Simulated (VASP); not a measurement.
# W (Cmce) in VASP: relaxation of cell and atoms with PBEsol

Aim: the relaxation of cell and atoms of W with PBEsol.

Everything below comes from runs of VASP 6.6.1. Logs are shortened: lines on timing, memory, paths and dates and some standing lists are left out, and cuts for length are marked.

## 1. The cell of the first run

It takes space group Cmce (No. 64, orthorhombic). Conventional cell: a = 5.314 Å, b = 3.512 Å, c = 7.164 Å, α = 90.00°, β = 90.00°, γ = 90.00°. W (site symmetry m) has 3 W at 1.98 to 2.59 Å within 2.6 Å.

## 2. Relaxation of cell and atoms, PBEsol

INCAR

```
PREC = Accurate
ENCUT = 600
EDIFF = 1E-6
ISMEAR = 0
SIGMA = 0.1
LREAL = False
LASPH = True
NELM = 80
ALGO = Fast
ISIF = 3
LWAVE = False
LCHARG = False
GGA = PS
IBRION = 2
NSW = 90
EDIFFG = -0.04
```

KPOINTS

```
regular mesh
0
Gamma
  6 6 4
```

POSCAR

```
W
1.0
    2.6571548570     -1.7561760909      0.0000000000
    2.6571548570      1.7561760909      0.0000000000
    0.0000000000      0.0000000000      7.1638799453
W
4
Direct
    0.8500000000      0.1500000000      0.1170000000
    0.6500000000      0.3500000000      0.6170000000
    0.1500000000      0.8500000000      0.8830000000
    0.3500000000      0.6500000000      0.3830000000
```

Potentials or basis: VASP PAW PBE potentials, release 64 (W_sv).

On the command line:

```bash
$ cat potpaw_PBE.64/W_sv/POTCAR > POTCAR
$ mpirun -np 1 vasp_std > vasp.out
```

OUTCAR:

```text
PREC = Accurate
   ENCUT = 600
   EDIFF = 1E-6
   ISMEAR = 0
   LREAL = False
   LASPH = True
   NELM = 80
   ISIF = 3
   GGA = PS
   IBRION = 2
   NSW = 90
   EDIFFG = -0.04

 ion  position               nearest neighbor table
   1  0.850  0.150  0.117-   3 1.98   4 2.59   4 2.59   3 2.98   3 3.22   3 3.22   4 3.27   4 3.27

   2  0.650  0.350  0.617-   4 1.98   3 2.59   3 2.59   4 2.98   4 3.22   4 3.22   3 3.27   3 3.27

   3  0.150  0.850  0.883-   1 1.98   2 2.59   2 2.59   1 2.98   1 3.22   1 3.22   2 3.27   2 3.27

   4  0.350  0.650  0.383-   2 1.98   1 2.59   1 2.59   2 2.98   2 3.22   2 3.22   1 3.27   1 3.27

  LATTYP: Found a base centered orthorhombic cell.
 ALAT       =     3.5123521818
 B/A-ratio  =     1.5130344108
 C/A-ratio  =     2.0396246090

  Lattice vectors:

 A1 = (  -2.6571548570,  -1.7561760909,   0.0000000000)
 A2 = (   2.6571548570,  -1.7561760909,   0.0000000000)
 A3 = (   0.0000000000,   0.0000000000,   7.1638799453)

Analysis of symmetry for initial positions (statically):
=====================================================================
 Subroutine PRICEL returns:
 Original cell was already a primitive cell.

 Routine SETGRP: Setting up the symmetry group for a
 base centered orthorhombic supercell.

 Subroutine GETGRP returns: Found  8 space group operations
 (whereof  4 operations were pure point group operations)
 out of a pool of  8 trial point group operations.

The static configuration has the point symmetry C_2h.
 The point group associated with its full space group is D_2h.

Analysis of symmetry for dynamics (positions and initial velocities):
=====================================================================
 Subroutine PRICEL returns:
 Original cell was already a primitive cell.

 Routine SETGRP: Setting up the symmetry group for a
 base centered orthorhombic supercell.

 Subroutine GETGRP returns: Found  8 space group operations
 (whereof  4 operations were pure point group operations)
 out of a pool of  8 trial point group operations.

The dynamic configuration has the point symmetry C_2h.
 The point group associated with its full space group is D_2h.

 Subroutine INISYM returns: Found  8 space group operations
 (whereof  4 operations are pure point group operations),
 and found     1 'primitive' translations

----------------------------------------------------------------------------------------

                                     Primitive cell

  volume of cell :      66.8595

  direct lattice vectors                    reciprocal lattice vectors
     2.657154857 -1.756176091  0.000000000     0.188171193 -0.284709490  0.000000000
     2.657154857  1.756176091  0.000000000     0.188171193  0.284709490  0.000000000
     0.000000000  0.000000000  7.163879945     0.000000000  0.000000000  0.139589162

  length of vectors
     3.185063013  3.185063013  7.163879945     0.341273925  0.341273925  0.139589162

  position of ions in fractional coordinates (direct lattice)
     0.850000000  0.150000000  0.117000000
     0.650000000  0.350000000  0.617000000
     0.150000000  0.850000000  0.883000000
     0.350000000  0.650000000  0.383000000

  ion indices of the primitive-cell ions
   primitive index   ion index
                 1           1
                 2           2
                 3           3
                 4           4

----------------------------------------------------------------------------------------

 KPOINTS: regular mesh

Automatic generation of k-mesh.
 Grid dimensions read from file:
 generate k-points for:    6    6    4

 Generating k-lattice:

  Cartesian coordinates                     Fractional coordinates (reciprocal lattice)
     0.031361866 -0.047451582  0.000000000     0.166666667 -0.000000000  0.000000000
     0.031361866  0.047451582  0.000000000    -0.000000000  0.166666667  0.000000000
     0.000000000  0.000000000  0.034897291     0.000000000  0.000000000  0.250000000

  Length of vectors
     0.056878988  0.056878988  0.034897291

  Shift w.r.t. Gamma in fractional coordinates (k-lattice)
     0.000000000  0.000000000  0.000000000

 Subroutine IBZKPT returns following result:
 ===========================================

 Found     39 irreducible k-points:

 Following reciprocal coordinates:
            Coordinates               Weight
  0.000000  0.000000  0.000000      1.000000
  0.166667  0.000000  0.000000      4.000000
  0.333333 -0.000000  0.000000      4.000000
  0.500000  0.000000  0.000000      2.000000
  0.166667  0.166667  0.000000      2.000000
  0.333333  0.166667  0.000000      4.000000
[... 16 lines left out ...]
  0.333333  0.333333  0.250000      4.000000
  0.500000  0.333333  0.250000      8.000000
 [... further k-points ...]
   k-points           NKPTS =     39   k-points in BZ     NKDIM =     39   number of bands    NBANDS=     33
   number of dos      NEDOS =    301   number of ions     NIONS =      4
   total plane-waves  NPLWV =  47040
   dimension x,y,z NGX =    28 NGY =   28 NGZ =   60
   dimension x,y,z NGXF=    56 NGYF=   56 NGZF=  120
   ions per type =               4
   NGX,Y,Z   is equivalent  to a cutoff of  14.61, 14.61, 13.92 a.u.
   NGXF,Y,Z  is equivalent  to a cutoff of  29.23, 29.23, 27.85 a.u.
 SYSTEM =  unknown system
   PREC   = accura    normal or accurate (medium, high low for compatibility)
   ISTART =      0    job   : 0-new  1-cont  2-samecut
   ICHARG =      2    charge: 1-file 2-atom 10-const
   ISPIN  =      1    spin polarized calculation?
   LNONCOLLINEAR =      F non collinear calculations
   LSORBIT =      F    spin-orbit coupling
   LASPH  =      T    aspherical Exc in radial PAW
   ENCUT  =  600.0 eV  44.10 Ry    6.64 a.u.   6.36  6.36 14.31*2*pi/ulx,y,z
   NELM   =     80;   NELMIN=  2; NELMDL= -5     # of ELM steps
   EDIFF  = 0.1E-05   stopping-criterion for ELM
   LREAL  =      F    real-space projection
   EDIFFG = -.4E-01   stopping-criterion for IOM
   NSW    =     90    number of steps for IOM
   IBRION =      2    ionic relax: 0-MD 1-quasi-New 2-CG
   NFREE  =      1    steps in history (QN), initial steepest desc. (CG)
   ISIF   =      3    stress and relaxation
   ISYM   =      2    0-nonsym 1-usesym 2-fastsym
   POTIM  = 0.5000    time-step for ionic-motion
   TEBEG  =    0.0;   TEEND  =   0.0 temperature during run
   PSTRESS=    0.0 pullay stress
   NELECT =      56.0000    total number of electrons
   NUPDOWN=      -1.0000    fix difference up-down
   EMIN   =  10.00;   EMAX   =-10.00  energy-range for DOS
   EFERMI =   0.00;   METHOD = LEGACY
   ISMEAR =     0;   SIGMA  =   0.10  broadening in eV -4-tet -1-fermi 0-gaus
   EFERMI_NEDOS =   21; number of points for ismear=-14 and -15
   IALGO  =     68    algorithm
   IMIX   =      4    mixing-type and parameters
     AMIX     =   0.40;   BMIX     =  1.00
     AMIX_MAG =   1.60;   BMIX_MAG =  1.00
  volume/ion in A,a.u.               =      16.71       112.80
  Fermi-wavevector in a.u.,A,eV,Ry     =   1.543179  2.916186 32.400953  2.381403
  Thomas-Fermi vector in A             =   2.648879
   LORBIT       =      0    0 simple, 1 ext, 2 COOP (PROOUT), +10 PAW based schemes
   GGA     = PS    functional components
   LHFCALC =     F    Hartree Fock is set to
   AEXX    =    0.0000 exact exchange contribution
   IVDW    =     0    specifies the selected vdW correction
   LEPSILON=     F    determine dielectric tensor
   LRPA    =     F    only Hartree local field effects (RPA)
 conjugate gradient relaxation of ions
 non-spin polarized calculation
 RMM-DIIS sequential band-by-band and
 Gauss-broadening in eV      SIGMA  =   0.10
  energy-cutoff  :      600.00
  volume of cell :       66.86
 maximum number of plane-waves:      2248
 NGX is ok and might be reduce to    28
   NGX = 13   NGY = 13   NGZ = 29

--------------------------------------- Ionic step        1  -------------------------------------------

 number of electron      55.9999997 magnetization

 Free energy of the ion-electron system (eV)
  ---------------------------------------------------
  ext. energy  EPLUGINS =         0.00000000
  ---------------------------------------------------
  free energy    TOTEN  =       -44.96203002 eV

  energy without entropy =      -44.93516630  energy(sigma->0) =      -44.94859816

------------------------ aborting loop because EDIFF is reached ----------------------------------------

  FORCE on cell =-STRESS in cart. coord.  units (eV):
  Direction    XX          YY          ZZ          XY          YZ          ZX
  --------------------------------------------------------------------------------------
  -------------------------------------------------------------------------------------
  Total      -14.1493555     19.1057908     46.6617201      0.0000000      0.0000000      0.0000000
  in kB     -339.0658263    457.8385744   1118.1706946      0.0000000      0.0000000      0.0000000
  external PRESSURE =     412.3144809 kB  Pullay stress =       0.0000000 kB
[... 25 lines left out ...]
--------------------------------------- Ionic step        2  -------------------------------------------

 number of electron      56.0000039 magnetization

------------------------ aborting loop EDIFF was not reached (unconverged)  ----------------------------

  FORCE on cell =-STRESS in cart. coord.  units (eV):
  Direction    XX          YY          ZZ          XY          YZ          ZX
  --------------------------------------------------------------------------------------
  -------------------------------------------------------------------------------------
  Total       -3.4711584     -6.4892371     -8.3215651      0.0000000     -0.0000000      0.0000000
  in kB      -52.1593832    -97.5105631   -125.0440509      0.0000000     -0.0000000      0.0000000
  external PRESSURE =     -91.5713324 kB  Pullay stress =       0.0000000 kB
[... 57 lines left out ...]
  FREE ENERGIE OF THE ION-ELECTRON SYSTEM (eV)
  ---------------------------------------------------
  free  energy   TOTEN  =       -46.5700013334 eV

  energy  without entropy=      -46.5249233010  energy(sigma->0) =      -46.54746232

 E-fermi :   9.0294     XC(G=0): -12.7372

 val. band max:        9.0131005764   @ k =   0.3333  -0.0000   0.0000
 cond. band min:       9.0340761834   @ k =   0.3333   0.1667   0.2500
 fundamental gap:      0.0209756070
 Fermi energy:         9.0294441947

 k-point     1 :       0.0000    0.0000    0.0000
  band No.  band energies     occupation
      1     -65.0903      2.00000
      2     -65.0506      2.00000
      3     -64.8586      2.00000
      4     -64.8182      2.00000
      5     -29.8511      2.00000
      6     -29.6879      2.00000
[... 853 lines left out ...]
     32      11.7284      0.00000
     33      12.0537      0.00000

 [... further k-points ...]

[... ionic steps 4 to 27 ...]

--------------------------------------- Ionic step       28  -------------------------------------------

 number of electron      55.9999986 magnetization

------------------------ aborting loop because EDIFF is reached ----------------------------------------
[... 71 lines left out ...]
--------------------------------------- Ionic step       30  -------------------------------------------

 number of electron      55.9999985 magnetization

 Free energy of the ion-electron system (eV)
  ---------------------------------------------------
  ext. energy  EPLUGINS =         0.00000000
  ---------------------------------------------------
  free energy    TOTEN  =       -55.31963610 eV

  energy without entropy =      -55.31051547  energy(sigma->0) =      -55.31507578

 E-fermi :  11.5747     XC(G=0): -13.8285

 val. band max:       11.5683914419   @ k =   0.5000   0.5000   0.0000
 cond. band min:      11.6075940328   @ k =   0.3333   0.3333   0.0000
 fundamental gap:      0.0392025909
 Fermi energy:        11.5746703124

 k-point     1 :       0.0000    0.0000    0.0000
  band No.  band energies     occupation
      1     -62.6517      2.00000
      2     -62.5849      2.00000
      3     -62.5846      2.00000
      4     -62.5172      2.00000
      5     -27.5313      2.00000
      6     -26.9042      2.00000
[... 886 lines left out ...]
  FREE ENERGIE OF THE ION-ELECTRON SYSTEM (eV)
  ---------------------------------------------------
  free  energy   TOTEN  =       -55.3196360957 eV

  energy  without entropy=      -55.3105154695  energy(sigma->0) =      -55.31507578

 reached required accuracy - stopping structural energy minimisation
```

Wall time 36 min (1 thread of AMD EPYC 9R45 (Zen 5), shared host); peak memory 0.25 GiB.

Results:

```yaml
Free_energy: -55.3196 eV
Relaxed_volume: 15.66 Å³/atom
Relaxed_cell: a = 2.716 Å, b = 2.716 Å, c = 8.998 Å, α = 90.00°, β = 90.00°, γ = 70.69°
Space_group_after_relaxing_to_0.1_Å: Im-3m (No. 229)
Energy_gained_by_relaxing: 2589.4 meV/atom
Ionic_steps: 30
Pressure_after_relaxing: 0.2 GPa
Largest_force_after_relaxing: 0.025 eV/Å
Band_gap_on_the_k_mesh: zero (bands 28 and 29 overlap by 2.29 eV)
```

Forces in eV/Å, atoms in the order of the input:
```
W    0.000 -0.022  0.011
W    0.000  0.022  0.011
W    0.000  0.022 -0.011
W    0.000 -0.022 -0.011
```

Step by step:
| step | energy change (eV) | largest force (eV/Å) | pressure (GPa) | volume (Å³) |
| --- | --- | --- | --- | --- |
| 1 | 0.0000 | 13.5062 | 41.23 | 66.86 |
| 2 | -1.4019 | 0.8601 | -9.16 | 106.62 |
| 3 | -1.6080 | 0.9851 | -11.30 | 104.67 |
| 4 | -1.7893 | 1.1560 | -13.59 | 102.31 |
| 5 | -4.2445 | 1.1565 | -21.43 | 85.04 |
| 6 | -5.6719 | 2.5972 | -15.28 | 76.02 |
| 7 | -5.5224 | 2.4116 | -3.19 | 71.45 |
| 8 | -5.7262 | 2.6481 | -12.12 | 74.55 |
| 9 | -8.1011 | 3.8144 | 6.03 | 64.29 |
| 10 | -8.1135 | 3.9905 | 12.09 | 62.86 |
| 11 | -9.2772 | 0.6158 | 6.34 | 62.54 |
| 12 | -9.2918 | 0.4357 | 6.54 | 62.49 |
| 13 | -9.6854 | 0.4582 | -4.47 | 64.37 |
| 14 | -9.8087 | 0.5541 | -22.05 | 68.24 |
| 15 | -9.8791 | 0.5088 | -15.86 | 66.65 |
| 16 | -10.1004 | 0.5796 | -12.08 | 65.52 |
| 17 | -10.1946 | 0.6280 | -7.61 | 64.40 |
| 18 | -10.1963 | 0.6348 | -6.96 | 64.26 |
| 19 | -10.2484 | 0.5926 | -2.54 | 63.30 |
| 20 | -10.2638 | 0.5625 | 1.44 | 62.51 |
| 21 | -10.2782 | 0.5023 | 0.87 | 62.59 |
| 22 | -10.3059 | 0.4021 | -0.60 | 62.84 |
| 23 | -10.2919 | 0.6335 | -2.93 | 63.34 |
| 24 | -10.3114 | 0.4303 | -1.51 | 63.02 |
| 25 | -10.3268 | 0.3793 | -0.41 | 62.79 |
| 26 | -10.3453 | 0.2549 | 3.11 | 62.09 |
| 27 | -10.3561 | 0.1158 | 0.38 | 62.59 |
| 28 | -10.3564 | 0.0995 | -0.04 | 62.67 |
| 29 | -10.3573 | 0.0600 | 0.09 | 62.64 |
| 30 | -10.3576 | 0.0251 | 0.21 | 62.62 |

Final structure:
```yaml
crystal:
  lattice:
    - [2.21510, -1.57094, 0.00000]
    - [2.21510, 1.57094, 0.00000]
    - [0.00000, 0.00000, 8.99773]
  atoms:
    - { symbol: W, position: [0.74893, 0.25107, 0.12496] }
    - { symbol: W, position: [0.75107, 0.24893, 0.62496] }
    - { symbol: W, position: [0.25107, 0.74893, 0.87504] }
    - { symbol: W, position: [0.24893, 0.75107, 0.37504] }
```

Caveat: a cell axis changed by over 15 % at a fixed basis, so the end point is rough; the PAW data sets were made with another functional, which shifts forces and pressure a little; spin-orbit coupling is left out, which moves the levels of the heavy elements.
